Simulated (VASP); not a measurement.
# BeS (F-43m) in VASP: further runs, part 2 of 2

VASP 6.6.1. The steps go on from the part before.

## 3. Vibrations by perturbation theory, LDA

This run uses another cell than the first one, of 12.69 Å³/atom, 1.035 times its volume.

Input file INCAR:

```
PREC     = Accurate       # precision mode
ENCUT    = 520            # plane-wave cutoff, eV
EDIFF    = 1E-8           # SCF threshold, eV
ISMEAR   = 0              # smearing method
SIGMA    = 0.01           # smearing width, eV
LREAL    = F              # projectors in reciprocal space
LASPH    = T              # aspherical terms in the spheres
NELM     = 60             # most SCF steps
ALGO     = Normal         # electronic algorithm
ISIF     = 2              # what is computed and relaxed
LWAVE    = F              # write WAVECAR
LCHARG   = F              # write CHGCAR
IBRION   = 8              # ionic algorithm
NSW      = 1              # ionic steps
```

Input file KPOINTS:

```
Automatic mesh
0
Gamma
  8 8 8
```

Input file POSCAR:

```
BeS
1.0
    2.3323504502      2.3323504502      0.0000000000
   -2.3323504502      2.3323504502      0.0000000000
    0.0000000000      2.3323504502      2.3323504502
Be S
1 1
Direct
    0.0000000000      0.0000000000      0.0000000000
    0.7500000000      0.2500000000      0.5000000000
```

Potentials or basis: VASP PAW LDA potentials, release 64 (Be, S).

Run with:

```sh
$ cat potpaw_LDA.64/Be/POTCAR potpaw_LDA.64/S/POTCAR > POTCAR
$ mpirun -np 1 vasp_std > vasp.out
```

OUTCAR:

```text
PREC = Accurate
   ENCUT = 520
   EDIFF = 1E-8
   ISMEAR = 0
   LREAL = F
   LASPH = T
   NELM = 60
   ISIF = 2
   IBRION = 8
   NSW = 1

 ion  position               nearest neighbor table
   1  0.000  0.000  0.000-   2 2.02   2 2.02   2 2.02   2 2.02
   2  0.750  0.250  0.500-   1 2.02   1 2.02   1 2.02   1 2.02

  LATTYP: Found a face centered cubic cell.
 ALAT       =     4.6647009004

  Lattice vectors:

 A1 = (   0.0000000000,   2.3323504502,   2.3323504502)
 A2 = (   2.3323504502,   0.0000000000,   2.3323504502)
 A3 = (   2.3323504502,   2.3323504502,   0.0000000000)

Analysis of symmetry for initial positions (statically):
=====================================================================
 Subroutine PRICEL returns:
 Original cell was already a primitive cell.

 Routine SETGRP: Setting up the symmetry group for a
 face centered cubic supercell.

 Subroutine GETGRP returns: Found 24 space group operations
 (whereof 24 operations were pure point group operations)
 out of a pool of 48 trial point group operations.

The static configuration has the point symmetry T_d .

Analysis of symmetry for dynamics (positions and initial velocities):
=====================================================================
 Subroutine PRICEL returns:
 Original cell was already a primitive cell.

 Routine SETGRP: Setting up the symmetry group for a
 face centered cubic supercell.

 Subroutine GETGRP returns: Found 24 space group operations
 (whereof 24 operations were pure point group operations)
 out of a pool of 48 trial point group operations.

The dynamic configuration has the point symmetry T_d .

 Subroutine INISYM returns: Found 24 space group operations
 (whereof 24 operations are pure point group operations),
 and found     1 'primitive' translations

----------------------------------------------------------------------------------------

                                     Primitive cell

  volume of cell :      25.3753

  direct lattice vectors                    reciprocal lattice vectors
     2.332350450  2.332350450  0.000000000     0.214376017  0.214376017 -0.214376017
    -2.332350450  2.332350450  0.000000000    -0.214376017  0.214376017 -0.214376017
     0.000000000  2.332350450  2.332350450     0.000000000  0.000000000  0.428752034

  length of vectors
     3.298441639  3.298441639  3.298441639     0.371310154  0.371310154  0.428752034

  position of ions in fractional coordinates (direct lattice)
     0.000000000  0.000000000  0.000000000
     0.750000000  0.250000000  0.500000000

  ion indices of the primitive-cell ions
   primitive index   ion index
                 1           1
                 2           2
[... 122 lines left out ...]

 E-fermi :   5.3909     XC(G=0): -10.4618

 val. band max:        5.3161665648   @ k =   0.0000   0.0000   0.0000
 cond. band min:       7.9413896542   @ k =   0.5000   0.5000   0.0000
 fundamental gap:      2.6252230894
 Fermi energy:         5.3908899971

 k-point     1 :       0.0000    0.0000    0.0000
  band No.  band energies     occupation
      1      -9.1801      2.00000
      2       5.3162      2.00000
      3       5.3162      2.00000
      4       5.3162      2.00000
      5      10.7835      0.00000
      6      10.7835      0.00000
      7      10.7835      0.00000
      8      12.0233      0.00000
[... 243 lines left out ...]
 k-point    24 :       0.5000    0.2500    0.1250
  band No.  band energies     occupation
      1      -6.8668      2.00000
      2      -0.7267      2.00000
      3       2.1302      2.00000
      4       3.1191      2.00000
      5      11.1717      0.00000
      6      12.0548      0.00000
      7      14.8846      0.00000
      8      16.2291      0.00000

 [... further k-points ...]
[... 5 lines left out ...]
  --------------------------------------------------------------------------------------
  -------------------------------------------------------------------------------------
  Total        1.5849190      1.5849190      1.5849190      0.0000000     -0.0000000      0.0000000
  in kB      100.0705397    100.0705397    100.0705397      0.0000000     -0.0000000      0.0000000
  external PRESSURE =     100.0705397 kB  Pullay stress =       0.0000000 kB

 VOLUME and BASIS-vectors are now :
 -----------------------------------------------------------------------------
  energy-cutoff  :      520.00
  volume of cell :       25.38
      direct lattice vectors                 reciprocal lattice vectors
     2.332350450  2.332350450  0.000000000     0.214376017  0.214376017 -0.214376017
    -2.332350450  2.332350450  0.000000000    -0.214376017  0.214376017 -0.214376017
     0.000000000  2.332350450  2.332350450     0.000000000  0.000000000  0.428752034

 POSITION                                       TOTAL-FORCE (eV/Angst)
 -----------------------------------------------------------------------------------
      0.00000      0.00000      0.00000         0.000000      0.000000      0.000000
      1.16618      3.49853      1.16618        -0.000000     -0.000000     -0.000000
 -----------------------------------------------------------------------------------
    total drift:                                0.000000      0.000000     -0.000000

  FREE ENERGIE OF THE ION-ELECTRON SYSTEM (eV)
  ---------------------------------------------------
  free  energy   TOTEN  =       -11.0767325929 eV

  energy  without entropy=      -11.0767325929  energy(sigma->0) =      -11.07673259

[... ionic steps 2 to 3 ...]

--------------------------------------- Ionic step        4  -------------------------------------------

------------------------ aborting loop because EDIFF is reached ----------------------------------------

[... ionic steps 5 to 6 ...]

--------------------------------------- Ionic step        7  -------------------------------------------

 Free energy of the ion-electron system (eV)
  ---------------------------------------------------
  ---------------------------------------------------
  free energy    TOTEN  =        -0.10030810 eV

  energy without entropy =       -0.10030810

------------------------ aborting loop because EDIFF is reached ----------------------------------------

 INTERNAL STRAIN TENSOR  FOR ION    2  DIRECTION 1   (eV/Angst):
 -----------------------------------------------------------------------------
     0.01463  0.00000  0.00000
     0.00000 -0.01758  7.86924
     0.00000  7.86924 -0.01758

 INTERNAL STRAIN TENSOR FOR ION    2 for displacements in x,y,z  (eV/Angst):
          X           Y           Z          XY          YZ          ZX
  --------------------------------------------------------------------------------
  x     0.00000    -0.00000    -0.00000     0.00000     7.86924    -0.00000
  y    -0.00000     0.00000    -0.00000    -0.00000     0.00000     7.86924
  z    -0.00000    -0.00000     0.00000     7.86924    -0.00000     0.00000

 SECOND DERIVATIVES (NOT SYMMETRIZED)
 ------------------------------------
               1X          1Y          1Z          2X          2Y          2Z
  1X   -11.358266    0.000000    0.000000   11.358266    0.000000    0.000000
  1Y     0.000000  -11.358266    0.000000    0.000000   11.358266    0.000000
  1Z     0.000000    0.000000  -11.358266    0.000000    0.000000   11.358266
  2X    11.354750    0.000000   -0.000000  -11.354750   -0.000000    0.000000
  2Y    -0.000000   11.354750    0.000000    0.000000  -11.354750   -0.000000
  2Z    -0.000000    0.000000   11.354750    0.000000   -0.000000  -11.354750

 Eigenvectors and eigenvalues of the dynamical matrix
 ----------------------------------------------------

   1 f  =   19.863000 THz   124.802913 2PiTHz  662.558378 cm-1    82.146732 meV
             X         Y         Z           dx          dy          dz
      0.000000  0.000000  0.000000     0.000000    0.855616   -0.220381
      1.166175  3.498526  1.166175     0.000000   -0.453549    0.116821
[... 21 lines left out ...]
   6 f/i=    0.001272 THz     0.007994 2PiTHz    0.042440 cm-1     0.005262 meV
             X         Y         Z           dx          dy          dz
      0.000000  0.000000  0.000000    -0.029001    0.320296   -0.340475
      1.166175  3.498526  1.166175    -0.054710    0.604235   -0.642303

--------------------------------------------------------------------------------------------------------

 ELASTIC MODULI CONTR FROM IONIC RELAXATION (kBar)
 Direction    XX          YY          ZZ          XY          YZ          ZX
 --------------------------------------------------------------------------------
 XX          -0.0000     -0.0000     -0.0000      0.0000      0.0000      0.0000
 YY          -0.0000     -0.0000     -0.0000      0.0000      0.0000      0.0000
 ZZ          -0.0000     -0.0000     -0.0000      0.0000      0.0000      0.0000
 XY           0.0000      0.0000      0.0000   -347.0085      0.0000     -0.0000
 YZ           0.0000      0.0000      0.0000      0.0000   -347.0085      0.0000
 ZX           0.0000      0.0000      0.0000     -0.0000      0.0000   -347.0085
 --------------------------------------------------------------------------------
```

Wall time 64 s (1 thread of AMD EPYC 7R43 (Zen 3), shared host); peak memory 0.15 GiB.

What came out:

```yaml
Highest_phonon_frequency_at_Γ_LO-TO_splitting_left_out: 663 cm⁻¹
```

Phonon frequencies in cm⁻¹ (negative: imaginary):
| q point | frequencies |
| --- | --- |
| (0.000, 0.000, 0.000) | 0 0 0 663 663 663 |

Caveat: the cell wasn't relaxed at this level first, which shifts response properties.

## 4. Vibrations by perturbation theory, LDA

This run uses another cell than the first one, of 12.98 Å³/atom, 1.058 times its volume.

Input file INCAR:

```
PREC = Accurate ; ENCUT = 520
EDIFF = 1E-8 ; ISMEAR = 0
SIGMA = 0.01 ; LREAL = F
LASPH = T ; NELM = 100
ALGO = Normal ; ISIF = 2
LWAVE = F ; LCHARG = F
GGA = CA ; NBANDS = 11
IBRION = 8 ; NSW = 1
```

Input file KPOINTS:

```
regular mesh
0
Gamma
  8 8 8
```

Input file POSCAR:

```
BeS
1.0
    2.3499067697      2.3499067697      0.0000000000
   -2.3499067697      2.3499067697      0.0000000000
    0.0000000000      2.3499067697      2.3499067697
Be S
1 1
Direct
    0.0000000000      0.0000000000      0.0000000000
    0.7500000000      0.2500000000      0.5000000000
```

Potentials or basis: VASP PAW LDA potentials, release 64 (Be, S).

Run with:

```sh
$ cat potpaw_LDA.64/Be/POTCAR potpaw_LDA.64/S/POTCAR > POTCAR
$ mpirun -np 1 vasp_std > vasp.out
```

OUTCAR:

```text
PREC = Accurate
   ENCUT = 520
   EDIFF = 1E-8
   ISMEAR = 0
   LREAL = F
   LASPH = T
   NELM = 100
   ISIF = 2
   GGA = CA
   IBRION = 8
   NSW = 1

 ion  position               nearest neighbor table
   1  0.000  0.000  0.000-   2 2.04   2 2.04   2 2.04   2 2.04
   2  0.750  0.250  0.500-   1 2.04   1 2.04   1 2.04   1 2.04

  LATTYP: Found a face centered cubic cell.
 ALAT       =     4.6998135394

  Lattice vectors:

 A1 = (   0.0000000000,   2.3499067697,   2.3499067697)
 A2 = (   2.3499067697,   0.0000000000,   2.3499067697)
 A3 = (   2.3499067697,   2.3499067697,   0.0000000000)

Analysis of symmetry for initial positions (statically):
=====================================================================
 Subroutine PRICEL returns:
 Original cell was already a primitive cell.

 Routine SETGRP: Setting up the symmetry group for a
 face centered cubic supercell.

 Subroutine GETGRP returns: Found 24 space group operations
 (whereof 24 operations were pure point group operations)
 out of a pool of 48 trial point group operations.

The static configuration has the point symmetry T_d .

Analysis of symmetry for dynamics (positions and initial velocities):
=====================================================================
 Subroutine PRICEL returns:
 Original cell was already a primitive cell.

 Routine SETGRP: Setting up the symmetry group for a
 face centered cubic supercell.

 Subroutine GETGRP returns: Found 24 space group operations
 (whereof 24 operations were pure point group operations)
 out of a pool of 48 trial point group operations.

The dynamic configuration has the point symmetry T_d .

 Subroutine INISYM returns: Found 24 space group operations
 (whereof 24 operations are pure point group operations),
 and found     1 'primitive' translations
[... 516 lines left out ...]

  FREE ENERGIE OF THE ION-ELECTRON SYSTEM (eV)
  ---------------------------------------------------
  free  energy   TOTEN  =       -11.1075421128 eV

  energy  without entropy=      -11.1075421128  energy(sigma->0) =      -11.10754211

[... ionic steps 2 to 3 ...]

--------------------------------------- Ionic step        4  -------------------------------------------

------------------------ aborting loop because EDIFF is reached ----------------------------------------

[... ionic steps 5 to 6 ...]

--------------------------------------- Ionic step        7  -------------------------------------------

 Free energy of the ion-electron system (eV)
  ---------------------------------------------------
  ---------------------------------------------------
  free energy    TOTEN  =        -0.10049907 eV

  energy without entropy =       -0.10049907

------------------------ aborting loop because EDIFF is reached ----------------------------------------

 INTERNAL STRAIN TENSOR  FOR ION    2  DIRECTION 1   (eV/Angst):
 -----------------------------------------------------------------------------
     0.01435  0.00000  0.00000
     0.00000 -0.01723  7.05158
    -0.00000  7.05158 -0.01723

 INTERNAL STRAIN TENSOR FOR ION    2 for displacements in x,y,z  (eV/Angst):
          X           Y           Z          XY          YZ          ZX
  --------------------------------------------------------------------------------
  x     0.00000     0.00000     0.00000    -0.00000     7.05158     0.00000
  y     0.00000     0.00000     0.00000     0.00000    -0.00000     7.05158
  z     0.00000     0.00000     0.00000     7.05158     0.00000     0.00000

 SECOND DERIVATIVES (NOT SYMMETRIZED)
 ------------------------------------
               1X          1Y          1Z          2X          2Y          2Z
  1X   -10.687885    0.000000    0.000000   10.687885    0.000000    0.000000
  1Y     0.000000  -10.687885    0.000000    0.000000   10.687885    0.000000
  1Z     0.000000    0.000000  -10.687885    0.000000    0.000000   10.687885
  2X    10.684807   -0.000000    0.000000  -10.684807    0.000000   -0.000000
  2Y     0.000000   10.684807   -0.000000   -0.000000  -10.684807    0.000000
  2Z     0.000000   -0.000000   10.684807   -0.000000    0.000000  -10.684807

 Eigenvectors and eigenvalues of the dynamical matrix
 ----------------------------------------------------

   1 f  =   19.267961 THz   121.064166 2PiTHz  642.709981 cm-1    79.685846 meV
             X         Y         Z           dx          dy          dz
      0.000000  0.000000  0.000000    -0.883540    0.000000    0.000000
      1.174953  3.524860  1.174953     0.468356   -0.000000    0.000000
[... 21 lines left out ...]
   6 f/i=    0.001148 THz     0.007214 2PiTHz    0.038301 cm-1     0.004749 meV
             X         Y         Z           dx          dy          dz
      0.000000  0.000000  0.000000    -0.000000    0.468356    0.000000
      1.174953  3.524860  1.174953    -0.000000    0.883540    0.000000

--------------------------------------------------------------------------------------------------------

 ELASTIC MODULI CONTR FROM IONIC RELAXATION (kBar)
 Direction    XX          YY          ZZ          XY          YZ          ZX
 --------------------------------------------------------------------------------
 XX          -0.0000     -0.0000     -0.0000     -0.0000     -0.0000     -0.0000
 YY          -0.0000     -0.0000     -0.0000     -0.0000     -0.0000     -0.0000
 ZZ          -0.0000     -0.0000     -0.0000     -0.0000     -0.0000     -0.0000
 XY          -0.0000     -0.0000     -0.0000   -289.6791     -0.0000     -0.0000
 YZ          -0.0000     -0.0000     -0.0000     -0.0000   -289.6791     -0.0000
 ZX          -0.0000     -0.0000     -0.0000     -0.0000     -0.0000   -289.6791
 --------------------------------------------------------------------------------
```

OSZICAR:

```text
N       E                     dE             d eps       ncg     rms          rms(c)
DAV:   1     0.183781987862E+02    0.18378E+02   -0.39152E+03   646   0.634E+02
DAV:   2    -0.103862585112E+02   -0.28764E+02   -0.27697E+02   844   0.115E+02
DAV:   3    -0.114137174245E+02   -0.10275E+01   -0.10254E+01   823   0.213E+01
[... 38 lines left out ...]
RMM:   9    -0.100501421510E+00    0.10381E-05   -0.72526E-08  3569   0.103E-04    0.103E-03
RMM:  10    -0.100499607483E+00    0.18140E-05   -0.56191E-09  3420   0.170E-04    0.258E-04
RMM:  11    -0.100499321765E+00    0.28572E-06   -0.16598E-07  3789   0.497E-05    0.121E-04
RMM:  12    -0.100499118934E+00    0.20283E-06   -0.27607E-07  3706   0.312E-05    0.188E-05
RMM:  13    -0.100499080465E+00    0.38469E-07   -0.30766E-07  3915   0.169E-05    0.240E-06
RMM:  14    -0.100499072790E+00    0.76747E-08   -0.61612E-08  3482   0.125E-05    0.703E-07
 Linear response finished
```

stdout:

```text
POSCAR found type information on POSCAR BeS
 POSCAR found :  2 types and       2 ions
 scaLAPACK will be used
 LDA part: xc-table for (Slater(with rela. corr.)+CA(PZ))
 , standard interpolation
 POSCAR, INCAR and KPOINTS ok, starting setup
 FFT: planning ... GRIDC
 FFT: planning ... GRID_SOFT
 FFT: planning ... GRID
 WAVECAR not read
 entering main loop
 Linear response reoptimize wavefunctions to high precision
 Linear response DOF=           2
 Linear response progress:
 first order change of Fermi-energy   0.55081E-04
 force on displaced ion       1 direction 1 : -10.688   0.000   0.000
 Linear response progress:
 first order change of Fermi-energy  -0.56656E-03
 force on displaced ion       2 direction 1 : -10.685  -0.000  -0.000
 Linear response finished
```

Wall time 82 s (1 thread of AMD EPYC 7R43 (Zen 3), shared host); peak memory 0.16 GiB.

Results:

```yaml
Highest_phonon_frequency_at_Γ_LO-TO_splitting_left_out: 643 cm⁻¹
```

Phonon frequencies in cm⁻¹ (negative: imaginary):
```csv
q point,frequencies
"(0.000, 0.000, 0.000)",0 0 0 643 643 643
```

Caveat: the cell wasn't relaxed at this level first, which shifts response properties.
